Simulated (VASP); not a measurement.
# AlPt (Pm-3m) in VASP: single point with PBEsol

Aim: the single point of AlPt with PBEsol.

All numbers are computed with VASP 6.6.1; they aren't measurements. Logs are shortened: lines on timing, memory, paths and dates and some standing lists are left out, and cuts for length are marked.

## (1) The cell of the first run

It takes space group Pm-3m (No. 221, cubic). Conventional cell: a = 3.092 Å, b = 3.092 Å, c = 3.092 Å, α = 90.00°, β = 90.00°, γ = 90.00°. Within 3.5 Å of Al (site symmetry m-3m) lie 8 Pt at 2.68 Å and 6 Al at 3.09 Å. Pt (site symmetry m-3m) has 8 Al at 2.68 Å and 6 Pt at 3.09 Å within 3.5 Å.

## (2) Single point, PBEsol

INCAR

```
ALGO     = Normal         # electronic algorithm
EDIFF    = 1E-6           # SCF threshold, eV
ENCUT    = 500            # plane-wave cutoff, eV
GGA      = PS             # functional
GGA_COMPAT= F            
ISIF     = 2              # what is computed and relaxed
ISMEAR   = 0              # smearing method
LASPH    = T              # aspherical terms in the spheres
LCHARG   = F              # write CHGCAR
LREAL    = F              # projectors in reciprocal space
LWAVE    = F              # write WAVECAR
NBANDS   = 14             # bands
NELM     = 120            # most SCF steps
PREC     = Accurate       # precision mode
SIGMA    = 0.15           # smearing width, eV
```

KPOINTS

```
k-points
0
Gamma
  8 8 8
```

POSCAR

```
AlPt
1.0
    3.0915500000      0.0000000000      0.0000000000
    0.0000000000      3.0915500000      0.0000000000
    0.0000000000      0.0000000000      3.0915500000
Al Pt
1 1
Direct
    0.0000000000      0.0000000000      0.0000000000
    0.5000000000      0.5000000000      0.5000000000
```

Potentials or basis: VASP PAW PBE potentials, release 64 (Al, Pt).

Started as:

```
cat potpaw_PBE.64/Al/POTCAR potpaw_PBE.64/Pt/POTCAR > POTCAR
mpirun -np 1 vasp_std > vasp.out
```

OUTCAR:

```text
EDIFF = 1E-6
   ENCUT = 500
   GGA = PS
   ISIF = 2
   ISMEAR = 0
   LASPH = T
   LREAL = F
   NELM = 120
   PREC = Accurate

 ion  position               nearest neighbor table
   1  0.000  0.000  0.000-   2 2.68   2 2.68   2 2.68   2 2.68   2 2.68   2 2.68   2 2.68   2 2.68

   2  0.500  0.500  0.500-   1 2.68   1 2.68   1 2.68   1 2.68   1 2.68   1 2.68   1 2.68   1 2.68

  LATTYP: Found a simple cubic cell.
 ALAT       =     3.0915500000

  Lattice vectors:

 A1 = (   3.0915500000,   0.0000000000,   0.0000000000)
 A2 = (   0.0000000000,   3.0915500000,   0.0000000000)
 A3 = (   0.0000000000,   0.0000000000,   3.0915500000)

Analysis of symmetry for initial positions (statically):
=====================================================================
 Subroutine PRICEL returns:
 Original cell was already a primitive cell.

 Routine SETGRP: Setting up the symmetry group for a
 simple cubic supercell.

 Subroutine GETGRP returns: Found 48 space group operations
 (whereof 48 operations were pure point group operations)
 out of a pool of 48 trial point group operations.

The static configuration has the point symmetry O_h .

Analysis of symmetry for dynamics (positions and initial velocities):
=====================================================================
 Subroutine PRICEL returns:
 Original cell was already a primitive cell.

 Routine SETGRP: Setting up the symmetry group for a
 simple cubic supercell.

 Subroutine GETGRP returns: Found 48 space group operations
 (whereof 48 operations were pure point group operations)
 out of a pool of 48 trial point group operations.

The dynamic configuration has the point symmetry O_h .

 Subroutine INISYM returns: Found 48 space group operations
 (whereof 48 operations are pure point group operations),
 and found     1 'primitive' translations

----------------------------------------------------------------------------------------

                                     Primitive cell

  volume of cell :      29.5480

  direct lattice vectors                    reciprocal lattice vectors
     3.091550000  0.000000000  0.000000000     0.323462341  0.000000000  0.000000000
     0.000000000  3.091550000  0.000000000     0.000000000  0.323462341  0.000000000
     0.000000000  0.000000000  3.091550000     0.000000000  0.000000000  0.323462341

  length of vectors
     3.091550000  3.091550000  3.091550000     0.323462341  0.323462341  0.323462341

  position of ions in fractional coordinates (direct lattice)
     0.000000000  0.000000000  0.000000000
     0.500000000  0.500000000  0.500000000

  ion indices of the primitive-cell ions
   primitive index   ion index
                 1           1
                 2           2

----------------------------------------------------------------------------------------

 KPOINTS: k-points

Automatic generation of k-mesh.
 Grid dimensions read from file:
 generate k-points for:    8    8    8

 Generating k-lattice:

  Cartesian coordinates                     Fractional coordinates (reciprocal lattice)
     0.040432793  0.000000000  0.000000000     0.125000000  0.000000000  0.000000000
     0.000000000  0.040432793  0.000000000     0.000000000  0.125000000  0.000000000
     0.000000000  0.000000000  0.040432793     0.000000000  0.000000000  0.125000000

  Length of vectors
     0.040432793  0.040432793  0.040432793

  Shift w.r.t. Gamma in fractional coordinates (k-lattice)
     0.000000000  0.000000000  0.000000000

 Subroutine IBZKPT returns following result:
 ===========================================

 Found     35 irreducible k-points:

 Following reciprocal coordinates:
            Coordinates               Weight
  0.000000  0.000000  0.000000      1.000000
  0.125000  0.000000  0.000000      6.000000
  0.250000  0.000000  0.000000      6.000000
  0.375000  0.000000  0.000000      6.000000
  0.500000  0.000000  0.000000      3.000000
  0.125000  0.125000  0.000000     12.000000
[... 16 lines left out ...]
  0.375000  0.375000  0.125000     24.000000
  0.500000  0.375000  0.125000     24.000000
 [... further k-points ...]
   k-points           NKPTS =     35   k-points in BZ     NKDIM =     35   number of bands    NBANDS=     14
   number of dos      NEDOS =    301   number of ions     NIONS =      2
   total plane-waves  NPLWV =  13824
   dimension x,y,z NGX =    24 NGY =   24 NGZ =   24
   dimension x,y,z NGXF=    48 NGYF=   48 NGZF=   48
   ions per type =               1   1
   NGX,Y,Z   is equivalent  to a cutoff of  12.91, 12.91, 12.91 a.u.
   NGXF,Y,Z  is equivalent  to a cutoff of  25.81, 25.81, 25.81 a.u.
 SYSTEM =  unknown system
   PREC   = accura    normal or accurate (medium, high low for compatibility)
   ISTART =      0    job   : 0-new  1-cont  2-samecut
   ICHARG =      2    charge: 1-file 2-atom 10-const
   ISPIN  =      1    spin polarized calculation?
   LNONCOLLINEAR =      F non collinear calculations
   LSORBIT =      F    spin-orbit coupling
   LASPH  =      T    aspherical Exc in radial PAW
   ENCUT  =  500.0 eV  36.75 Ry    6.06 a.u.   5.64  5.64  5.64*2*pi/ulx,y,z
   NELM   =    120;   NELMIN=  2; NELMDL= -5     # of ELM steps
   EDIFF  = 0.1E-05   stopping-criterion for ELM
   LREAL  =      F    real-space projection
   EDIFFG = 0.1E-04   stopping-criterion for IOM
   NSW    =      0    number of steps for IOM
   IBRION =     -1    ionic relax: 0-MD 1-quasi-New 2-CG
   NFREE  =      0    steps in history (QN), initial steepest desc. (CG)
   ISIF   =      2    stress and relaxation
   ISYM   =      2    0-nonsym 1-usesym 2-fastsym
   POTIM  = 0.5000    time-step for ionic-motion
   TEBEG  =    0.0;   TEEND  =   0.0 temperature during run
   PSTRESS=    0.0 pullay stress
   NELECT =      13.0000    total number of electrons
   NUPDOWN=      -1.0000    fix difference up-down
   EMIN   =  10.00;   EMAX   =-10.00  energy-range for DOS
   EFERMI =   0.00;   METHOD = LEGACY
   ISMEAR =     0;   SIGMA  =   0.15  broadening in eV -4-tet -1-fermi 0-gaus
   EFERMI_NEDOS =   21; number of points for ismear=-14 and -15
   IALGO  =     38    algorithm
   IMIX   =      4    mixing-type and parameters
     AMIX     =   0.40;   BMIX     =  1.00
     AMIX_MAG =   1.60;   BMIX_MAG =  1.00
  volume/ion in A,a.u.               =      14.77        99.70
  Fermi-wavevector in a.u.,A,eV,Ry     =   1.245125  2.352945 21.093611  1.550337
  Thomas-Fermi vector in A             =   2.379361
   LORBIT       =      0    0 simple, 1 ext, 2 COOP (PROOUT), +10 PAW based schemes
   GGA     = PS    functional components
   LHFCALC =     F    Hartree Fock is set to
   AEXX    =    0.0000 exact exchange contribution
   IVDW    =     0    specifies the selected vdW correction
   LEPSILON=     F    determine dielectric tensor
   LRPA    =     F    only Hartree local field effects (RPA)
 non-spin polarized calculation
 Gauss-broadening in eV      SIGMA  =   0.15
  energy-cutoff  :      500.00
  volume of cell :       29.55
 maximum number of plane-waves:       768
 NGX is ok and might be reduce to    24
   NGX = 11   NGY = 11   NGZ = 11

 number of electron      12.9999997 magnetization

 Free energy of the ion-electron system (eV)
  ---------------------------------------------------
  ext. energy  EPLUGINS =         0.00000000
  ---------------------------------------------------
  free energy    TOTEN  =       -12.91775013 eV

  energy without entropy =      -12.90634745  energy(sigma->0) =      -12.91204879

 E-fermi :  10.5920     XC(G=0): -12.1986

 val. band max:       10.4337300504   @ k =   0.5000   0.3750   0.3750
 cond. band min:      10.5989717582   @ k =   0.3750   0.3750   0.1250
 fundamental gap:      0.1652417078
 Fermi energy:        10.5920187795

 k-point     1 :       0.0000    0.0000    0.0000
  band No.  band energies     occupation
      1      -0.9256      2.00000
      2       5.0477      2.00000
      3       5.0477      2.00000
      4       8.0077      2.00000
      5       8.0077      2.00000
      6       8.0077      2.00000
      7      14.4875      0.00000
      8      14.4875      0.00000
      9      14.4875      0.00000
     10      19.6783      0.00000
     11      19.6783      0.00000
     12      20.1931      0.00000
     13      28.3669      0.00000
     14      28.3669      0.00000

 k-point     2 :       0.1250    0.0000    0.0000
  band No.  band energies     occupation
      1      -0.6414      2.00000
      2       5.1259      2.00000
      3       5.1404      2.00000
      4       7.7446      2.00000
      5       7.7446      2.00000
      6       8.0355      2.00000
      7      13.0443      0.00000
      8      14.9912      0.00000
      9      14.9912      0.00000
     10      19.1677      0.00000
     11      20.0084      0.00000
     12      21.8865      0.00000
     13      27.0224      0.00000
     14      27.0224      0.00000

 k-point     3 :       0.2500    0.0000    0.0000
  band No.  band energies     occupation
      1       0.1772      2.00000
      2       5.1924      2.00000
      3       5.3244      2.00000
      4       7.2058      2.00000
      5       7.2058      2.00000
      6       8.1035      2.00000
      7      10.9964      0.00014
      8      16.2505      0.00000
      9      16.2505      0.00000
     10      18.0876      0.00000
     11      20.3353      0.00000
     12      24.6256      0.00000
     13      24.6256      0.00000
     14      25.1753      0.00000

 k-point     4 :       0.3750    0.0000    0.0000
  band No.  band energies     occupation
      1       1.4159      2.00000
      2       4.5843      2.00000
      3       5.5389      2.00000
      4       6.7564      2.00000
      5       6.7564      2.00000
      6       8.1730      2.00000
      7       9.9054      2.00000
      8      17.1427      0.00000
      9      17.8837      0.00000
     10      17.8837      0.00000
     11      20.8425      0.00000
     12      22.3218      0.00000
     13      22.3218      0.00000
     14      24.0556      0.00000

 k-point     5 :       0.5000    0.0000    0.0000
  band No.  band energies     occupation
      1       2.5129      2.00000
      2       3.6132      2.00000
      3       5.6332      2.00000
      4       6.5886      2.00000
      5       6.5886      2.00000
      6       8.2022      2.00000
      7       9.7156      2.00000
      8      16.7769      0.00000
      9      19.1987      0.00000
     10      19.1987      0.00000
     11      20.7903      0.00000
[... 276 lines left out ...]
 k-point    22 :       0.5000    0.2500    0.1250
  band No.  band energies     occupation
      1       3.4010      2.00000
      2       3.9567      2.00000
      3       5.9072      2.00000
      4       6.3230      2.00000
      5       7.2801      2.00000
      6       7.9123      2.00000
      7       9.7662      2.00000
      8      15.1509      0.00000
      9      15.6397      0.00000
     10      17.6226      0.00000
     11      19.4654      0.00000
     12      22.1039      0.00000
     13      24.4391      0.00000
     14      26.7276      0.00000

 k-point    23 :       0.3750    0.3750    0.1250
  band No.  band energies     occupation
      1       3.0525      2.00000
      2       4.7889      2.00000
      3       6.0421      2.00000
      4       6.3702      2.00000
      5       7.5474      2.00000
      6       7.6239      2.00000
      7      10.5990      0.94773
      8      12.6046      0.00000
      9      15.3029      0.00000
     10      17.6625      0.00000
     11      20.9947      0.00000
     12      22.0461      0.00000
     13      23.5102      0.00000
     14      27.1854      0.00000

 k-point    24 :       0.5000    0.3750    0.1250
  band No.  band energies     occupation
      1       3.2421      2.00000
      2       4.9303      2.00000
      3       5.9191      2.00000
      4       6.3165      2.00000
      5       7.6602      2.00000
      6       8.4524      2.00000
      7       9.6884      2.00000
      8      12.7842      0.00000
      9      14.2680      0.00000
     10      18.0060      0.00000
     11      20.8768      0.00000
     12      21.6044      0.00000
     13      25.0642      0.00000
     14      25.3112      0.00000

 [... further k-points ...]
[... 5 lines left out ...]
  --------------------------------------------------------------------------------------
  -------------------------------------------------------------------------------------
  Total       -1.0757751     -1.0757751     -1.0757751     -0.0000000     -0.0000000      0.0000000
  in kB      -58.3315139    -58.3315139    -58.3315139     -0.0000000     -0.0000000      0.0000000
  external PRESSURE =     -58.3315139 kB  Pullay stress =       0.0000000 kB

 VOLUME and BASIS-vectors are now :
 -----------------------------------------------------------------------------
  energy-cutoff  :      500.00
  volume of cell :       29.55
      direct lattice vectors                 reciprocal lattice vectors
     3.091550000  0.000000000  0.000000000     0.323462341  0.000000000  0.000000000
     0.000000000  3.091550000  0.000000000     0.000000000  0.323462341  0.000000000
     0.000000000  0.000000000  3.091550000     0.000000000  0.000000000  0.323462341

 POSITION                                       TOTAL-FORCE (eV/Angst)
 -----------------------------------------------------------------------------------
      0.00000      0.00000      0.00000         0.000000      0.000000      0.000000
      1.54577      1.54577      1.54577         0.000000      0.000000      0.000000
 -----------------------------------------------------------------------------------
    total drift:                                0.000000     -0.000000     -0.000000

  FREE ENERGIE OF THE ION-ELECTRON SYSTEM (eV)
  ---------------------------------------------------
  free  energy   TOTEN  =       -12.9177501304 eV

  energy  without entropy=      -12.9063474460  energy(sigma->0) =      -12.91204879
```

Run time: 7.4 s. Hardware: 1 thread of Intel Xeon Platinum 8488C (Sapphire Rapids), shared host; peak memory 0.13 GiB.

What came out:

- Free energy: -12.9178 eV
- Pressure: -5.8 GPa

Caveat: the PAW data sets were made with another functional, which shifts forces and pressure a little; spin-orbit coupling is left out, which moves the levels of the heavy elements.
